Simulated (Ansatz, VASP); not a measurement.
# BN: VASP beside Ansatz

```
CELL_PARAMETERS angstrom
0.00000 1.75174 1.75174
1.75174 0.00000 1.75174
1.75174 1.75174 0.00000
ATOMIC_POSITIONS crystal
B 0.00000 0.00000 0.00000
N 0.50000 0.50000 0.50000
```

Alike in both runs: functional PBE; k mesh 16 × 16 × 16; occupations fermi-dirac, width 0.05 eV; no spin polarisation.

Ansatz relaxed the structure, and its values are those at the end. VASP's run is a single point on that final structure, the one shown.

```csv
,VASP,Ansatz
version,VASP 6.6.1,Ansatz 0.2.0
potentials or method,"VASP PAW PBE potentials, release 64 (B, N)","PAW with Ansatz's default frozen-core files, scalar-relativistic"
plane-wave cutoff (eV),520,420
valence electrons in the cell,8,8
```

|  | VASP | Ansatz | Ansatz less VASP |
| --- | --- | --- | --- |
| pressure (GPa) | -0.1 | 0.0 | +0.08 |
